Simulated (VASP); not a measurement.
NaH: single point with r2SCAN

NaH:

```xyz
2
Lattice="0.0000 2.5969 2.7008 2.5969 0.0000 2.7008 2.5969 2.5969 0.0000" Properties=species:S:1:pos:R:3 pbc="T T T"
Na    0.0000    0.0000    0.0000
H     1.2985    1.2985    1.3504
```

This cell differs from its parent crystal: uniaxial z strain +4.0%.

| Property | Result |
| --- | --- |
| Program | VASP 6.6.1 |
| Task | single point |
| Functional | r2SCAN |
| Potentials or basis | VASP PAW PBE potentials, release 64 (Na_pv, H) |
| Cutoff | 520 eV |
| k mesh | 8 × 8 × 8 |
| Occupations | gaussian, width 0.01 eV |
| Spin | no spin polarisation |
| Dipole correction | no |
| Further INCAR settings | ALGO = Normal; EDIFF = 1e-07; NBANDS = 11 |

The pressure is -0.8 GPa. The band gap on the k mesh is 3.98 eV (least direct gap 4.68 eV).

Stress tensor (GPa, compression positive):
```
-0.74  0.00  0.00
 0.00 -0.74  0.00
 0.00  0.00 -0.99
```

Levels at points of the mesh, in eV from the valence-band top:
```
           k point  band 1  band 2  band 3  band 4  band 5  band 6  band 7  band 8  band 9
(0.00, 0.00, 0.00)  -22.90  -22.90  -22.89   -2.74    8.59   13.49   13.57   13.57   16.70
(0.50, 0.00, 0.00)  -22.93  -22.90  -22.90   -0.71    3.98   11.20   12.59   13.14   14.48
(0.50, 0.50, 0.00)  -22.93  -22.91  -22.91   -0.23    5.21    7.84   10.40   10.40   13.32
(0.50, 0.00, 0.50)  -22.94  -22.91  -22.90   -0.06    5.57    7.72    9.97   10.00   12.97
```

Run time: 77 s on 1 thread of Intel(R) Xeon(R) Platinum 8488C (Sapphire Rapids), on a shared host, peak memory 0.16 GiB.

Caveat: the cell differs from its parent crystal (uniaxial z strain +4.0%); the structure was generated, so it needn't be the stable form of NaH; the PAW data sets were made with another functional, which shifts forces and pressure a little. A k mesh can miss the band edges.
